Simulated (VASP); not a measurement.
Wanted: the native input for a VASP 6.6.1 run.

```
Task                   : single point
Functional             : PBE
Potentials or basis    : VASP PAW PBE potentials, release 64 (Si, C)
Cutoff                 : 520 eV
k mesh                 : 12 × 12 × 6
Occupations            : gaussian, width 0.02 eV
Spin                   : no spin polarisation
Dipole correction      : no
Further INCAR settings : ALGO = Normal; EDIFF = 1e-06; NBANDS = 16
```

The structure of SiC lies in POSCAR:

```
SiC
1.0
    3.2156139758      0.0000000000      0.0000000000
   -1.6078069879      2.7848033918      0.0000000000
    0.0000000000      0.0000000000      5.0398316523
Si C
2 2
Direct
    0.3333333333      0.6666666667      0.4976168471
    0.6666666667      0.3333333333      0.9976168471
    0.3333333333      0.6666666667      0.8773831529
    0.6666666667      0.3333333333      0.3773831529
```

The input as run:

INCAR

```
SYSTEM = SiC
PREC = Accurate
ENCUT = 520
EDIFF = 1E-6
ISMEAR = 0
SIGMA = 0.02
LREAL = .False.
LASPH = .True.
NELM = 80
ALGO = Normal
ISIF = 2
LWAVE = .False.
LCHARG = .False.
GGA = PE
NBANDS = 16
```

KPOINTS

```
regular mesh
0
Gamma
  12 12 6
  0 0 0
```

Potentials or basis: VASP PAW PBE potentials, release 64 (Si, C).

Launch:

```console
$ cat potpaw_PBE.64/Si/POTCAR potpaw_PBE.64/C/POTCAR > POTCAR
$ mpirun -np 1 vasp_std > vasp.out
```

Results of the run:

```yaml
Pressure: -13.1 GPa
Band_gap_on_the_k_mesh: 2.17 eV, indirect (least direct gap 3.26 eV)
```

It took 14 s on 1 thread of Intel(R) Xeon(R) 6975P-C (Granite Rapids) (shared host), peak memory 0.17 GiB.
